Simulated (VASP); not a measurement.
# Sb (P2_1/m) in VASP: notebook, part 2 of 3

VASP 6.6.1. The steps go on from the part before.

### Step 3. Single point, LDA (volume scaled by 1.06)

Contents of INCAR:

```
SYSTEM = Sb
ALGO = Normal ; EDIFF = 1E-7
ENCUT = 520 ; ISIF = 2
ISMEAR = -1 ; LASPH = .TRUE.
LCHARG = .TRUE. ; LELF = .TRUE.
LREAL = .FALSE. ; LVHAR = .TRUE.
LWAVE = .FALSE. ; NBANDS = 18
NELM = 100 ; PREC = Accurate
SIGMA = 0.05
```

Contents of KPOINTS:

```
k-points
0
G
  6 6 4
  0 0 0
```

Contents of POSCAR:

```
Sb
1.0
    4.6165009761      0.0000000000      0.0000000000
    0.0000000000      4.5078102492      0.0000000000
   -1.3464181047      0.0000000000      6.4891708272
Sb
4
Direct
    0.3399300000      0.2500000000      0.6836700000
    0.9366380000      0.7500000000      0.7627580000
    0.0633620000      0.2500000000      0.2372420000
    0.6600700000      0.7500000000      0.3163300000
```

Potentials or basis: VASP PAW LDA potentials, release 64 (Sb).

On the command line:

```
$ cat potpaw_LDA.64/Sb/POTCAR > POTCAR
$ mpirun -np 1 vasp_std > vasp.out
```

OUTCAR:

```text
SYSTEM = Sb
   EDIFF = 1E-7
   ENCUT = 520
   ISIF = 2
   ISMEAR = -1
   LASPH = .TRUE.
   LREAL = .FALSE.
   NELM = 100
   PREC = Accurate

 ion  position               nearest neighbor table
   1  0.340  0.250  0.684-   3 2.97   2 3.04   2 3.04   2 3.52   2 3.52
   2  0.937  0.750  0.763-   4 2.97   1 3.04   1 3.04   1 3.52   1 3.52
   3  0.063  0.250  0.237-   1 2.97   4 3.04   4 3.04   4 3.52   4 3.52
   4  0.660  0.750  0.316-   2 2.97   3 3.04   3 3.04   3 3.52   3 3.52

  LATTYP: Found a simple monoclinic cell.
 ALAT       =     4.6165009761
 B/A-ratio  =     0.9764560373
 C/A-ratio  =     1.4355853266
 COS(beta)  =    -0.2031599047

  Lattice vectors:

 A1 = (   4.6165009761,   0.0000000000,   0.0000000000)
 A2 = (   0.0000000000,   4.5078102492,   0.0000000000)
 A3 = (  -1.3464181047,   0.0000000000,   6.4891708272)

Analysis of symmetry for initial positions (statically):
=====================================================================
 Subroutine PRICEL returns:
 Original cell was already a primitive cell.

 Routine SETGRP: Setting up the symmetry group for a
 simple monoclinic supercell.

 Subroutine GETGRP returns: Found  4 space group operations
 (whereof  2 operations were pure point group operations)
 out of a pool of  4 trial point group operations.

The static configuration has the point symmetry S_2 .
 The point group associated with its full space group is C_2h.

Analysis of symmetry for dynamics (positions and initial velocities):
=====================================================================
 Subroutine PRICEL returns:
 Original cell was already a primitive cell.

 Routine SETGRP: Setting up the symmetry group for a
 simple monoclinic supercell.

 Subroutine GETGRP returns: Found  4 space group operations
 (whereof  2 operations were pure point group operations)
 out of a pool of  4 trial point group operations.

[... 118 lines left out ...]
   EMIN   =  10.00;   EMAX   =-10.00  energy-range for DOS
   EFERMI =   0.00;   METHOD = LEGACY
   ISMEAR =    -1;   SIGMA  =   0.05  broadening in eV -4-tet -1-fermi 0-gaus
   EFERMI_NEDOS =   21; number of points for ismear=-14 and -15
   IALGO  =     38    algorithm
   IMIX   =      4    mixing-type and parameters
     AMIX     =   0.40;   BMIX     =  1.00
     AMIX_MAG =   1.60;   BMIX_MAG =  1.00
  volume/ion in A,a.u.               =      33.76       227.83
  Fermi-wavevector in a.u.,A,eV,Ry     =   0.866155  1.636795 10.207422  0.750224
  Thomas-Fermi vector in A             =   1.984503
   LORBIT       =      0    0 simple, 1 ext, 2 COOP (PROOUT), +10 PAW based schemes
   GGA     = CA    functional components
   LHFCALC =     F    Hartree Fock is set to
   AEXX    =    0.0000 exact exchange contribution
   IVDW    =     0    specifies the selected vdW correction
   LEPSILON=     F    determine dielectric tensor
   LRPA    =     F    only Hartree local field effects (RPA)
 non-spin polarized calculation
  energy-cutoff  :      520.00
  volume of cell :      135.04
 maximum number of plane-waves:      3656
 NGX is ok and might be reduce to    36
   NGX = 17   NGY = 17   NGZ = 25

 number of electron      20.0000000 magnetization

 Free energy of the ion-electron system (eV)
  ---------------------------------------------------
  ext. energy  EPLUGINS =         0.00000000
  ---------------------------------------------------
  free energy    TOTEN  =       -18.45833109 eV

  energy without entropy =      -18.44762494  energy(sigma->0) =      -18.45297801

 E-fermi :   5.5940     XC(G=0):  -9.2668

 val. band max:        5.5735920476   @ k =   0.5000   0.0000   0.2500
 cond. band min:       5.5951494052   @ k =  -0.1667   0.0000   0.2500
 fundamental gap:      0.0215573576
 Fermi energy:         5.5940390096

 k-point     1 :       0.0000    0.0000    0.0000
  band No.  band energies     occupation
      1      -6.2078      2.00000
      2      -4.0052      2.00000
      3      -1.7811      2.00000
      4      -0.7887      2.00000
      5       1.5589      2.00000
      6       2.4432      2.00000
[... 481 lines left out ...]
      5       2.0865      2.00000
      6       2.4690      2.00000
[... 10 lines left out ...]
     17      10.0874      0.00000
     18      11.0642      0.00000

 [... further k-points ...]
[... 5 lines left out ...]
  --------------------------------------------------------------------------------------
  -------------------------------------------------------------------------------------
  Total       -4.4582589     -5.2465213     -4.0007115      0.0000000      0.0000000      0.2491665
  in kB      -52.8942062    -62.2464022    -47.4657173      0.0000000      0.0000000      2.9561908
  external PRESSURE =     -54.2021086 kB  Pullay stress =       0.0000000 kB

 VOLUME and BASIS-vectors are now :
 -----------------------------------------------------------------------------
  energy-cutoff  :      520.00
  volume of cell :      135.04
      direct lattice vectors                 reciprocal lattice vectors
     4.616500976  0.000000000  0.000000000     0.216614272  0.000000000  0.044944629
     0.000000000  4.507810249  0.000000000     0.000000000  0.221837199  0.000000000
    -1.346418105  0.000000000  6.489170827     0.000000000  0.000000000  0.154102893

 POSITION                                       TOTAL-FORCE (eV/Angst)
 -----------------------------------------------------------------------------------
      0.64878      1.12695      4.43645        -0.384270     -0.000000     -0.133585
      3.29700      3.38086      4.94967         0.293297     -0.000000     -0.397258
     -0.02692      1.12695      1.53950        -0.293297      0.000000      0.397258
      2.62130      3.38086      2.05272         0.384270      0.000000      0.133585
 -----------------------------------------------------------------------------------
    total drift:                               -0.000000      0.000000      0.000000

  FREE ENERGIE OF THE ION-ELECTRON SYSTEM (eV)
  ---------------------------------------------------
  free  energy   TOTEN  =       -18.4583310851 eV

  energy  without entropy=      -18.4476249362  energy(sigma->0) =      -18.45297801
```

OSZICAR:

```text
N       E                     dE             d eps       ncg     rms          rms(c)
DAV:   1     0.868187844689E+02    0.86819E+02   -0.65344E+03  2016   0.865E+02
DAV:   2    -0.119952228544E+02   -0.98814E+02   -0.95733E+02  2692   0.144E+02
DAV:   3    -0.184381403415E+02   -0.64429E+01   -0.63477E+01  2600   0.412E+01
DAV:   4    -0.185159939813E+02   -0.77854E-01   -0.77683E-01  2292   0.504E+00
DAV:   5    -0.185172985859E+02   -0.13046E-02   -0.13045E-02  2540   0.747E-01    0.370E+00
DAV:   6    -0.184785677062E+02    0.38731E-01   -0.18875E-02  2214   0.581E-01    0.216E+00
DAV:   7    -0.184583404238E+02    0.20227E-01   -0.23232E-02  2166   0.706E-01    0.124E-01
DAV:   8    -0.184583339698E+02    0.64539E-05   -0.10380E-03  2302   0.178E-01    0.713E-02
DAV:   9    -0.184583292101E+02    0.47598E-05   -0.93725E-05  2336   0.471E-02    0.138E-02
DAV:  10    -0.184583310289E+02   -0.18189E-05   -0.83128E-06  2298   0.149E-02    0.483E-03
DAV:  11    -0.184583310832E+02   -0.54319E-07   -0.11500E-06  2248   0.537E-03    0.170E-03
DAV:  12    -0.184583310851E+02   -0.18904E-08   -0.11684E-07  1302   0.173E-03
   1 F= -.18458331E+02 E0= -.18452978E+02  d E =-.107061E-01
```

stdout:

```text
POSCAR found type information on POSCAR Sb
 POSCAR found :  1 types and       4 ions
 scaLAPACK will be used
 LDA part: xc-table for (Slater(with rela. corr.)+CA(PZ))
 , standard interpolation
 POSCAR, INCAR and KPOINTS ok, starting setup
 FFT: planning ... GRIDC
 FFT: planning ... GRID_SOFT
 FFT: planning ... GRID
 WAVECAR not read
 entering main loop
```

Wall time 91 s (1 thread of Intel Xeon Platinum 8488C (Sapphire Rapids), shared host); peak memory 0.25 GiB.

Results:

```yaml
Free_energy: -18.4583 eV
Pressure: -5.4 GPa
Largest_force: 0.494 eV/Å
Band_gap_on_the_k_mesh: zero (band 10 reaches 5.72 eV, above the bottom of band 11 at 5.38 eV)
```

Forces in eV/Å, atoms in the order of the input:
```
Sb  -0.384  0.000 -0.134
Sb   0.293  0.000 -0.397
Sb  -0.293  0.000  0.397
Sb   0.384  0.000  0.134
```

Caveat: spin-orbit coupling is left out, which moves the levels of the heavy elements.

### Step 4. Single point, LDA (volume scaled by 0.94)

Contents of INCAR:

```
SYSTEM = Sb
PREC = Accurate
ENCUT = 520
EDIFF = 1E-6
ISMEAR = -1
SIGMA = 0.05
LREAL = .False.
LASPH = .True.
NELM = 60
ALGO = Normal
ISIF = 2
LWAVE = .False.
LCHARG = .False.
GGA = CA
NBANDS = 18
```

Contents of KPOINTS:

```
Automatic mesh
0
Gamma
  6 6 4
  0 0 0
```

Contents of POSCAR:

```
Sb
1.0
    4.4352720244      0.0000000000      0.0000000000
    0.0000000000      4.3308481452      0.0000000000
   -1.2935620687      0.0000000000      6.2344268918
Sb
4
Direct
    0.3399300000      0.2500000000      0.6836700000
    0.9366380000      0.7500000000      0.7627580000
    0.0633620000      0.2500000000      0.2372420000
    0.6600700000      0.7500000000      0.3163300000
```

Potentials or basis: VASP PAW LDA potentials, release 64 (Sb).

On the command line:

```
$ cat potpaw_LDA.64/Sb/POTCAR > POTCAR
$ mpirun -np 1 vasp_std > vasp.out
```

OUTCAR:

```text
SYSTEM = Sb
   PREC = Accurate
   ENCUT = 520
   EDIFF = 1E-6
   ISMEAR = -1
   LREAL = .False.
   LASPH = .True.
   NELM = 60
   ISIF = 2
   GGA = CA

 ion  position               nearest neighbor table
   1  0.340  0.250  0.684-   3 2.86   2 2.92   2 2.92   2 3.38   2 3.38   4 3.68   4 3.68
   2  0.937  0.750  0.763-   4 2.86   1 2.92   1 2.92   1 3.38   1 3.38   3 3.67   3 3.67
   3  0.063  0.250  0.237-   1 2.86   4 2.92   4 2.92   4 3.38   4 3.38   2 3.67   2 3.67
   4  0.660  0.750  0.316-   2 2.86   3 2.92   3 2.92   3 3.38   3 3.38   1 3.68   1 3.68

  LATTYP: Found a simple monoclinic cell.
 ALAT       =     4.4352720244
 B/A-ratio  =     0.9764560373
 C/A-ratio  =     1.4355853266
 COS(beta)  =    -0.2031599047

  Lattice vectors:

 A1 = (   4.4352720244,   0.0000000000,   0.0000000000)
 A2 = (   0.0000000000,   4.3308481452,   0.0000000000)
 A3 = (  -1.2935620687,   0.0000000000,   6.2344268918)

Analysis of symmetry for initial positions (statically):
=====================================================================
 Subroutine PRICEL returns:
 Original cell was already a primitive cell.

[... 170 lines left out ...]
  ---------------------------------------------------
  free energy    TOTEN  =       -18.75145175 eV

  energy without entropy =      -18.74333689  energy(sigma->0) =      -18.74739432

 E-fermi :   7.0620     XC(G=0):  -9.7613

 val. band max:        7.0567120911   @ k =   0.0000   0.3333   0.5000
 cond. band min:       7.0818371343   @ k =  -0.1667   0.0000   0.2500
 fundamental gap:      0.0251250432
 Fermi energy:         7.0619513002

 k-point     1 :       0.0000    0.0000    0.0000
  band No.  band energies     occupation
      1      -5.6769      2.00000
      2      -3.0350      2.00000
      3      -0.3224      2.00000
      4       0.5403      2.00000
      5       2.6769      2.00000
      6       3.3596      2.00000
[... 481 lines left out ...]
      5       2.9934      2.00000
      6       3.4000      2.00000
[... 10 lines left out ...]
     17      11.8235      0.00000
     18      12.5191      0.00000

 [... further k-points ...]
[... 5 lines left out ...]
  --------------------------------------------------------------------------------------
  -------------------------------------------------------------------------------------
  Total       -0.2062892     -0.2682198      0.2487691      0.0000000      0.0000000      0.3638012
  in kB       -2.7599256     -3.5884896      3.3282608      0.0000000      0.0000000      4.8672640
  external PRESSURE =      -1.0067181 kB  Pullay stress =       0.0000000 kB

 VOLUME and BASIS-vectors are now :
 -----------------------------------------------------------------------------
  energy-cutoff  :      520.00
  volume of cell :      119.75
      direct lattice vectors                 reciprocal lattice vectors
     4.435272024  0.000000000  0.000000000     0.225465314  0.000000000  0.046781105
     0.000000000  4.330848145  0.000000000     0.000000000  0.230901654  0.000000000
    -1.293562069  0.000000000  6.234426892     0.000000000  0.000000000  0.160399667

 POSITION                                       TOTAL-FORCE (eV/Angst)
 -----------------------------------------------------------------------------------
      0.62331      1.08271      4.26229         0.186549     -0.000000      0.268437
      3.16757      3.24814      4.75536        -0.034820      0.000000      0.250934
     -0.02586      1.08271      1.47907         0.034820      0.000000     -0.250934
      2.51840      3.24814      1.97214        -0.186549      0.000000     -0.268437
 -----------------------------------------------------------------------------------
    total drift:                                0.000000      0.000000     -0.000000

  FREE ENERGIE OF THE ION-ELECTRON SYSTEM (eV)
  ---------------------------------------------------
  free  energy   TOTEN  =       -18.7514517466 eV

  energy  without entropy=      -18.7433368920  energy(sigma->0) =      -18.74739432
```

OSZICAR:

```text
N       E                     dE             d eps       ncg     rms          rms(c)
DAV:   1     0.904800995175E+02    0.90480E+02   -0.66489E+03  2016   0.881E+02
DAV:   2    -0.126358740506E+02   -0.10312E+03   -0.10023E+03  2672   0.148E+02
DAV:   3    -0.187535836127E+02   -0.61177E+01   -0.60407E+01  2574   0.414E+01
DAV:   4    -0.188205347362E+02   -0.66951E-01   -0.66881E-01  2340   0.489E+00
DAV:   5    -0.188215535312E+02   -0.10188E-02   -0.10188E-02  2504   0.672E-01    0.447E+00
DAV:   6    -0.187750411066E+02    0.46512E-01   -0.18863E-02  2210   0.602E-01    0.265E+00
DAV:   7    -0.187515181841E+02    0.23523E-01   -0.27151E-02  2170   0.748E-01    0.120E-01
DAV:   8    -0.187514600985E+02    0.58086E-04   -0.11482E-03  2256   0.189E-01    0.739E-02
DAV:   9    -0.187514501585E+02    0.99400E-05   -0.14316E-04  2316   0.595E-02    0.184E-02
DAV:  10    -0.187514515038E+02   -0.13453E-05   -0.68933E-06  2336   0.141E-02    0.725E-03
DAV:  11    -0.187514517466E+02   -0.24274E-06   -0.64367E-07  1196   0.458E-03
   1 F= -.18751452E+02 E0= -.18747394E+02  d E =-.811485E-02
```

stdout:

```text
POSCAR found type information on POSCAR Sb
 POSCAR found :  1 types and       4 ions
 scaLAPACK will be used
 LDA part: xc-table for (Slater(with rela. corr.)+CA(PZ))
 , standard interpolation
 POSCAR, INCAR and KPOINTS ok, starting setup
 FFT: planning ... GRIDC
 FFT: planning ... GRID_SOFT
 FFT: planning ... GRID
 WAVECAR not read
 entering main loop
```

It took 64 s on 1 thread of Intel Xeon Platinum 8488C (Sapphire Rapids), shared host; peak memory 0.23 GiB.

What came out:

```
Free energy            : -18.7515 eV
Pressure               : -0.1 GPa
Largest force          : 0.327 eV/Å
Band gap on the k mesh : zero (band 10 reaches 7.32 eV, above the bottom of band 11 at 6.61 eV)
```

Forces in eV/Å, atoms in the order of the input:
```
Sb   0.187  0.000  0.268
Sb  -0.035  0.000  0.251
Sb   0.035  0.000 -0.251
Sb  -0.187  0.000 -0.268
```

Stress tensor (GPa, compression positive):
```
-0.28  0.00  0.49
 0.00 -0.36  0.00
 0.49  0.00  0.33
```

Levels at points of the mesh, in eV from the Fermi level:
```tsv
k point	band 7	band 8	band 9	band 10	band 11	band 12	band 13	band 14
(0.00, 0.00, 0.00)	-2.96	-2.30	-1.49	-0.12	1.93	2.72	3.04	3.14
(0.50, 0.00, 0.00)	-2.28	-1.18	-1.01	-0.72	0.23	1.18	1.45	1.46
(0.00, 0.50, 0.00)	-1.50	-1.50	-1.22	-1.22	0.43	0.43	1.30	1.30
(0.50, 0.50, 0.00)	-3.77	-3.77	-2.45	-2.45	0.71	0.71	5.28	5.28
(0.00, 0.00, 0.50)	-2.62	-2.30	-1.86	-1.74	0.62	1.80	2.14	3.10
(0.50, 0.00, 0.50)	-1.93	-1.12	-0.94	-0.69	-0.45	0.78	1.11	1.23
(0.00, 0.50, 0.50)	-1.68	-1.68	-0.95	-0.95	0.13	0.13	0.91	0.91
(0.50, 0.50, 0.50)	-4.12	-4.12	-1.35	-1.35	1.95	1.95	3.61	3.61
```

Caveat: spin-orbit coupling is left out, which moves the levels of the heavy elements.

### Step 5. Single point, LDA (volume scaled by 0.96)

Contents of INCAR:

```
PREC = Accurate ; ENCUT = 520
EDIFF = 1E-7 ; ISMEAR = -1
SIGMA = 0.05 ; LREAL = F
LASPH = T ; NELM = 80
ALGO = Normal ; ISIF = 2
LWAVE = F ; LCHARG = T
LELF = T ; LVHAR = T
NBANDS = 18
```

Contents of KPOINTS:

```
Automatic mesh
0
Gamma
  6 6 4
```

Contents of POSCAR:

```
Sb
1.0
    4.4665073636      0.0000000000      0.0000000000
    0.0000000000      4.3613480807      0.0000000000
   -1.3026719609      0.0000000000      6.2783327531
Sb
4
Direct
    0.3399300000      0.2500000000      0.6836700000
    0.9366380000      0.7500000000      0.7627580000
    0.0633620000      0.2500000000      0.2372420000
    0.6600700000      0.7500000000      0.3163300000
```

On the command line:

```
$ cat potpaw_LDA.64/Sb/POTCAR > POTCAR
$ mpirun -np 1 vasp_std > vasp.out
```

Run time: 74 s. Hardware: 1 thread of Intel Xeon Platinum 8488C (Sapphire Rapids), shared host; peak memory 0.24 GiB.

Results (log left out):

- Free energy: -18.7404 eV
- Pressure: -1.3 GPa
- Largest force: 0.200 eV/Å
- Band gap on the k mesh: zero (band 10 reaches 7.02 eV, above the bottom of band 11 at 6.38 eV)

Forces on the atoms (eV/Å):
```
Sb   0.074  0.000  0.186
Sb   0.029  0.000  0.120
Sb  -0.029  0.000 -0.120
Sb  -0.074  0.000 -0.186
```

Stress tensor (GPa, compression positive):
```
-1.39  0.00  0.45
 0.00 -1.64  0.00
 0.45  0.00 -0.78
```

Levels at points of the mesh, in eV from the Fermi level:
| k point | band 6 | band 7 | band 8 | band 9 | band 10 | band 11 | band 12 | band 13 | band 14 | band 15 |
| --- | --- | --- | --- | --- | --- | --- | --- | --- | --- | --- |
| (0.00, 0.00, 0.00) | -3.60 | -2.89 | -2.24 | -1.44 | -0.12 | 1.97 | 2.71 | 3.00 | 3.10 | 3.13 |
| (0.50, 0.00, 0.00) | -2.45 | -2.21 | -1.15 | -0.96 | -0.71 | 0.25 | 1.15 | 1.39 | 1.46 | 1.92 |
| (0.00, 0.50, 0.00) | -3.78 | -1.46 | -1.46 | -1.17 | -1.17 | 0.42 | 0.42 | 1.31 | 1.31 | 3.85 |
| (0.50, 0.50, 0.00) | -5.08 | -3.67 | -3.67 | -2.39 | -2.39 | 0.76 | 0.76 | 5.16 | 5.16 | 5.48 |
| (0.00, 0.00, 0.50) | -3.18 | -2.55 | -2.23 | -1.81 | -1.68 | 0.63 | 1.82 | 2.16 | 3.05 | 3.88 |
| (0.50, 0.00, 0.50) | -2.26 | -1.87 | -1.08 | -0.92 | -0.69 | -0.41 | 0.78 | 1.09 | 1.23 | 1.66 |
| (0.00, 0.50, 0.50) | -2.07 | -1.65 | -1.65 | -0.91 | -0.91 | 0.12 | 0.12 | 0.92 | 0.92 | 2.22 |
| (0.50, 0.50, 0.50) | -5.36 | -4.01 | -4.01 | -1.32 | -1.32 | 1.94 | 1.94 | 3.59 | 3.59 | 4.76 |

Caveat: spin-orbit coupling is left out, which moves the levels of the heavy elements.

[end of part 2 of 3]
